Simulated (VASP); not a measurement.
# MgS (F-43m) in VASP: a series of runs, part 2 of 2

VASP 6.6.1. Earlier steps stand in the parts before.

## 3. Single point, PBE0

This run uses another cell than the first one, of 21.83 Å³/atom, 1.021 times its volume.

Contents of POSCAR:

```
MgS
1.0
    0.0000000000      2.7948299470      2.7948299470
    2.7948299470      0.0000000000      2.7948299470
    2.7948299470      2.7948299470      0.0000000000
S Mg
1 1
Direct
    0.2500000000      0.2500000000      0.2500000000
    0.0000000000      0.0000000000      0.0000000000
```

Contents of INCAR.step1:

```
SYSTEM = MgS
ALGO     = Normal         ! electronic algorithm
EDIFF    = 1E-5           ! SCF threshold, eV
ENCUT    = 520            ! plane-wave cutoff, eV
GGA      = PE             ! functional
ISIF     = 2              ! what is computed and relaxed
ISMEAR   = -1             ! smearing method
LASPH    = .True.         ! aspherical terms in the spheres
LREAL    = .False.        ! projectors in reciprocal space
LWAVE    = .True.         ! write WAVECAR
NBANDS   = 11             ! bands
NELM     = 60             ! most SCF steps
PREC     = Accurate       ! precision mode
SIGMA    = 0.05           ! smearing width, eV
```

Contents of INCAR.step2:

```
SYSTEM = MgS
AEXX     = 0.25           ! exact-exchange fraction
ALGO     = Normal         ! electronic algorithm
EDIFF    = 1E-6           ! SCF threshold, eV
ENCUT    = 520            ! plane-wave cutoff, eV
GGA      = PE             ! functional
ISIF     = 2              ! what is computed and relaxed
ISMEAR   = -1             ! smearing method
ISTART   = 1            
LASPH    = .True.         ! aspherical terms in the spheres
LCHARG   = .True.         ! write CHGCAR
LELF     = .True.         ! ELF
LHFCALC  = .True.         ! exact exchange
LREAL    = .False.        ! projectors in reciprocal space
LVHAR    = .True.       
LWAVE    = .False.        ! write WAVECAR
NBANDS   = 11             ! bands
NELM     = 60             ! most SCF steps
PREC     = Accurate       ! precision mode
PRECFOCK = Normal       
SIGMA    = 0.05           ! smearing width, eV
```

Contents of KPOINTS:

```
k-points
0
Gamma
  4 4 4
  0 0 0
```

Potentials or basis: VASP PAW PBE potentials, release 64 (S, Mg).

Started as:

```sh
$ cat potpaw_PBE.64/S/POTCAR potpaw_PBE.64/Mg/POTCAR > POTCAR
$ cp INCAR.step1 INCAR
$ mpirun -np 1 vasp_std > vasp.out
$ cp INCAR.step2 INCAR
$ mpirun -np 1 vasp_std > vasp.out
```

OUTCAR:

```text
SYSTEM = MgS
   AEXX = 0.25
   EDIFF = 1E-6
   ENCUT = 520
   GGA = PE
   ISIF = 2
   ISMEAR = -1
   ISTART = 1
   LASPH = .True.
   LHFCALC = .True.
   LREAL = .False.
   NELM = 60
   PREC = Accurate
   PRECFOCK = Normal

 ion  position               nearest neighbor table
   1  0.250  0.250  0.250-   2 2.42   2 2.42   2 2.42   2 2.42
   2  0.000  0.000  0.000-   1 2.42   1 2.42   1 2.42   1 2.42

  LATTYP: Found a face centered cubic cell.
 ALAT       =     5.5896598940

  Lattice vectors:

 A1 = (   0.0000000000,   2.7948299470,   2.7948299470)
 A2 = (   2.7948299470,   0.0000000000,   2.7948299470)
 A3 = (   2.7948299470,   2.7948299470,   0.0000000000)

Analysis of symmetry for initial positions (statically):
=====================================================================
 Subroutine PRICEL returns:
 Original cell was already a primitive cell.

 Routine SETGRP: Setting up the symmetry group for a
 face centered cubic supercell.

 Subroutine GETGRP returns: Found 24 space group operations
 (whereof 24 operations were pure point group operations)
 out of a pool of 48 trial point group operations.

The static configuration has the point symmetry T_d .

Analysis of symmetry for dynamics (positions and initial velocities):
=====================================================================
 Subroutine PRICEL returns:
 Original cell was already a primitive cell.

 Routine SETGRP: Setting up the symmetry group for a
 face centered cubic supercell.

 Subroutine GETGRP returns: Found 24 space group operations
 (whereof 24 operations were pure point group operations)
 out of a pool of 48 trial point group operations.

The dynamic configuration has the point symmetry T_d .

 Subroutine INISYM returns: Found 24 space group operations
 (whereof 24 operations are pure point group operations),
 and found     1 'primitive' translations

----------------------------------------------------------------------------------------

                                     Primitive cell

  volume of cell :      43.6612

  direct lattice vectors                    reciprocal lattice vectors
     0.000000000  2.794829947  2.794829947    -0.178901761  0.178901761  0.178901761
     2.794829947  0.000000000  2.794829947     0.178901761 -0.178901761  0.178901761
     2.794829947  2.794829947  0.000000000     0.178901761  0.178901761 -0.178901761

  length of vectors
     3.952486416  3.952486416  3.952486416     0.309866940  0.309866940  0.309866940

  position of ions in fractional coordinates (direct lattice)
     0.250000000  0.250000000  0.250000000
     0.000000000  0.000000000  0.000000000

  ion indices of the primitive-cell ions
   primitive index   ion index
                 1           1
                 2           2

----------------------------------------------------------------------------------------

 KPOINTS: k-points

Automatic generation of k-mesh.
 Grid dimensions read from file:
 generate k-points for:    4    4    4

 Generating k-lattice:

  Cartesian coordinates                     Fractional coordinates (reciprocal lattice)
    -0.044725440  0.044725440  0.044725440     0.250000000  0.000000000  0.000000000
[... 28 lines left out ...]
   dimension x,y,z NGXF=    60 NGYF=   60 NGZF=   60
   ions per type =               1   1
   NGX,Y,Z   is equivalent  to a cutoff of  12.62, 12.62, 12.62 a.u.
   NGXF,Y,Z  is equivalent  to a cutoff of  25.24, 25.24, 25.24 a.u.
 SYSTEM =  MgS
   PREC   = accura    normal or accurate (medium, high low for compatibility)
   ISTART =      1    job   : 0-new  1-cont  2-samecut
   ICHARG =      0    charge: 1-file 2-atom 10-const
   ISPIN  =      1    spin polarized calculation?
   LNONCOLLINEAR =      F non collinear calculations
   LSORBIT =      F    spin-orbit coupling
   LASPH  =      T    aspherical Exc in radial PAW
   ENCUT  =  520.0 eV  38.22 Ry    6.18 a.u.   7.35  7.35  7.35*2*pi/ulx,y,z
   NELM   =     60;   NELMIN=  2; NELMDL=  0     # of ELM steps
   EDIFF  = 0.1E-05   stopping-criterion for ELM
   LREAL  =      F    real-space projection
   EDIFFG = 0.1E-04   stopping-criterion for IOM
   NSW    =      0    number of steps for IOM
   IBRION =     -1    ionic relax: 0-MD 1-quasi-New 2-CG
   NFREE  =      0    steps in history (QN), initial steepest desc. (CG)
   ISIF   =      2    stress and relaxation
   ISYM   =      3    0-nonsym 1-usesym 2-fastsym
   POTIM  = 0.5000    time-step for ionic-motion
   TEBEG  =    0.0;   TEEND  =   0.0 temperature during run
   PSTRESS=    0.0 pullay stress
   NELECT =       8.0000    total number of electrons
   NUPDOWN=      -1.0000    fix difference up-down
   EMIN   =  10.00;   EMAX   =-10.00  energy-range for DOS
   EFERMI =   0.00;   METHOD = LEGACY
   ISMEAR =    -1;   SIGMA  =   0.05  broadening in eV -4-tet -1-fermi 0-gaus
   EFERMI_NEDOS =   21; number of points for ismear=-14 and -15
   IALGO  =     38    algorithm
   IMIX   =      1    mixing-type and parameters
     AMIX     =   0.40;   BMIX     =  1.00
     AMIX_MAG =   1.60;   BMIX_MAG =  1.00
  volume/ion in A,a.u.               =      21.83       147.32
  Fermi-wavevector in a.u.,A,eV,Ry     =   0.929835  1.757134 11.763515  0.864594
  Thomas-Fermi vector in A             =   2.056160
   LORBIT       =      0    0 simple, 1 ext, 2 COOP (PROOUT), +10 PAW based schemes
   GGA     = PE    functional components
   LHFCALC =     T    Hartree Fock is set to
   PRECFOCK=normal    Normal, Fast or Accurate (Low or Medium for compatibility)
   ENCUT4O =  -1.0   cutoff for four orbital integrals eV
   NKREDX  =     1    reduce k-point grid by
   NKREDY  =     1    reduce k-point grid by
   NKREDZ  =     1    reduce k-point grid by
   AEXX    =    0.2500 exact exchange contribution
   HFSCREEN=    0.0000 screening length (either q_TF or 0.3 A-1)
   HFSCREENC=   0.0000 screening length for correlation (either q_TF or 0.3 A-1)
   ENCUTFOCK=  -1.0 apply spherical cutoff to Coloumb kernel
   IVDW    =     0    specifies the selected vdW correction
   LEPSILON=     F    determine dielectric tensor
   LRPA    =     F    only Hartree local field effects (RPA)
 non-spin polarized calculation
  energy-cutoff  :      520.00
  volume of cell :       43.66
 maximum number of plane-waves:      1243
 NGX is ok and might be reduce to    30
  NGX = 24; NGY = 24; NGZ = 24

 number of electron       8.0000000 magnetization

 Free energy of the ion-electron system (eV)
  ---------------------------------------------------
  ext. energy  EPLUGINS =         0.00000000
  ---------------------------------------------------
  free energy    TOTEN  =       -10.39731156 eV

  energy without entropy =      -10.39731156  energy(sigma->0) =      -10.39731156

 E-fermi :   1.2917     XC(G=0):  -6.7570

 val. band max:        0.1736940500   @ k =   0.0000   0.0000   0.0000
 cond. band min:       5.6325103329   @ k =   0.0000   0.0000   0.0000
 fundamental gap:      5.4588162828
 Fermi energy:         1.2917313986

 k-point     1 :       0.0000    0.0000    0.0000
  band No.  band energies     occupation
      1     -12.4208      2.00000
      2       0.1737      2.00000
      3       0.1737      2.00000
      4       0.1737      2.00000
      5       5.6325      0.00000
      6      10.2494      0.00000
      7      10.2494      0.00000
      8      10.2494      0.00000
      9      13.2600      0.00000
     10      13.2600      0.00000
     11      16.3026      0.00000
[... 85 lines left out ...]
 k-point     8 :      -0.2500    0.5000    0.2500
  band No.  band energies     occupation
      1     -11.3263      2.00000
      2      -2.4062      2.00000
      3      -1.9388      2.00000
      4      -1.3297      2.00000
      5       7.5285      0.00000
      6      10.3883      0.00000
      7      10.4714      0.00000
      8      10.9101      0.00000
      9      15.4618      0.00000
     10      16.4807      0.00000
     11      16.6678      0.00000

------------------------ aborting loop because EDIFF is reached ----------------------------------------

  FORCE on cell =-STRESS in cart. coord.  units (eV):
  Direction    XX          YY          ZZ          XY          YZ          ZX
  --------------------------------------------------------------------------------------
  -------------------------------------------------------------------------------------
  Total        0.6253587      0.6253587      0.6253587      0.0000000      0.0000000      0.0000000
  in kB       22.9479346     22.9479346     22.9479346      0.0000000      0.0000000      0.0000000
  external PRESSURE =      22.9479346 kB  Pullay stress =       0.0000000 kB

 VOLUME and BASIS-vectors are now :
 -----------------------------------------------------------------------------
  energy-cutoff  :      520.00
  volume of cell :       43.66
      direct lattice vectors                 reciprocal lattice vectors
     0.000000000  2.794829947  2.794829947    -0.178901761  0.178901761  0.178901761
     2.794829947  0.000000000  2.794829947     0.178901761 -0.178901761  0.178901761
     2.794829947  2.794829947  0.000000000     0.178901761  0.178901761 -0.178901761

 POSITION                                       TOTAL-FORCE (eV/Angst)
 -----------------------------------------------------------------------------------
      1.39741      1.39741      1.39741        -0.000000     -0.000000     -0.000000
      0.00000      0.00000      0.00000         0.000000      0.000000      0.000000
 -----------------------------------------------------------------------------------
    total drift:                               -0.000000      0.000001      0.000000

  FREE ENERGIE OF THE ION-ELECTRON SYSTEM (eV)
  ---------------------------------------------------
  free  energy   TOTEN  =       -10.3973115609 eV

  energy  without entropy=      -10.3973115609  energy(sigma->0) =      -10.39731156
```

Wall time 55 s (1 thread of Intel Xeon Platinum 8488C (Sapphire Rapids), shared host); peak memory 0.17 GiB.

What came out:

| Item | Value |
| --- | --- |
| Free energy | -10.3973 eV |
| Pressure | 2.3 GPa |
| Band gap on the k mesh | 5.46 eV, direct |

Levels at points of the mesh, in eV from the valence-band top:
```csv
k point,band 2,band 3,band 4,band 5,band 6,band 7
"(0.00, 0.00, 0.00)",0.00,0.00,0.00,5.46,10.08,10.08
"(0.50, 0.00, 0.00)",-3.57,-0.37,-0.37,7.13,9.67,9.67
"(0.50, 0.50, 0.00)",-3.20,-1.19,-1.19,5.56,7.57,13.82
```

Caveat: the k points lie up to 0.49 Å⁻¹ apart; the PAW data sets were made with another functional, which shifts forces and pressure a little. A k mesh can miss the band edges.

## 4. Single point, PBE0

This run uses another cell than the first one, of 22.29 Å³/atom, 1.043 times its volume.

Contents of POSCAR:

```
MgS
1.0
    0.0000000000      2.8141052454      2.8141052454
    2.8141052454      0.0000000000      2.8141052454
    2.8141052454      2.8141052454      0.0000000000
S Mg
1 1
Direct
    0.2500000000      0.2500000000      0.2500000000
    0.0000000000      0.0000000000      0.0000000000
```

Contents of INCAR.step1:

```
SYSTEM = MgS
ALGO = Normal ; EDIFF = 1E-5
ENCUT = 520 ; GGA = PE
ISIF = 2 ; ISMEAR = -1
LASPH = .TRUE. ; LCHARG = .FALSE.
LREAL = .FALSE. ; LWAVE = .TRUE.
NBANDS = 11 ; NELM = 100
PREC = Accurate ; SIGMA = 0.05
```

Contents of INCAR.step2:

```
SYSTEM = MgS
AEXX = 0.25 ; ALGO = Normal
EDIFF = 1E-6 ; ENCUT = 520
GGA = PE ; ISIF = 2
ISMEAR = -1 ; ISTART = 1
LASPH = .TRUE. ; LCHARG = .FALSE.
LHFCALC = .TRUE. ; LREAL = .FALSE.
LWAVE = .FALSE. ; NBANDS = 11
NELM = 100 ; PREC = Accurate
PRECFOCK = Normal ; SIGMA = 0.05
```

Contents of KPOINTS:

```
k-points
0
G
  4 4 4
  0 0 0
```

Started as:

```sh
$ cat potpaw_PBE.64/S/POTCAR potpaw_PBE.64/Mg/POTCAR > POTCAR
$ cp INCAR.step1 INCAR
$ mpirun -np 1 vasp_std > vasp.out
$ cp INCAR.step2 INCAR
$ mpirun -np 1 vasp_std > vasp.out
```

Wall time 56 s (1 thread of Intel Xeon Platinum 8488C (Sapphire Rapids), shared host); peak memory 0.17 GiB.

The run converged. Its results:

| Quantity | Value |
| --- | --- |
| Free energy | -10.4065 eV |
| Pressure | 0.9 GPa |
| Band gap on the k mesh | 5.34 eV, direct |

Levels at points of the mesh, in eV from the valence-band top:
```tsv
k point	band 1	band 2	band 3	band 4	band 5	band 6	band 7	band 8
(0.00, 0.00, 0.00)	-12.52	0.00	0.00	0.00	5.34	10.02	10.02	10.02
(0.50, 0.00, 0.00)	-11.74	-3.49	-0.37	-0.37	7.05	9.63	9.63	10.68
(0.50, 0.50, 0.00)	-11.48	-3.13	-1.16	-1.16	5.58	7.54	13.60	14.69
```

Caveat: the k points lie up to 0.48 Å⁻¹ apart; the PAW data sets were made with another functional, which shifts forces and pressure a little. A k mesh can miss the band edges.

## 5. Overview

```csv
cell,gap on the mesh (eV),pressure (GPa)
"a = 3.925 Å, angles 60.0°, 2 atoms",5.55,3.8
"a = 3.952 Å, angles 60.0°, 2 atoms",5.46,2.3
"a = 3.980 Å, angles 60.0°, 2 atoms",5.34,0.9
```

Alike in all rows: task single point; level PBE0; potentials or basis VASP PAW PBE potentials, release 64 (S, Mg); no spin polarisation; k mesh 4 × 4 × 4; cutoff (eV) 520; smearing fermi-dirac 0.05 eV.

Caveats: all runs use coarse meshes; the PAW data sets were made with another functional, which shifts forces and pressure a little.

Total energies depend on the potentials used, so only differences within one code and one set of settings carry meaning.
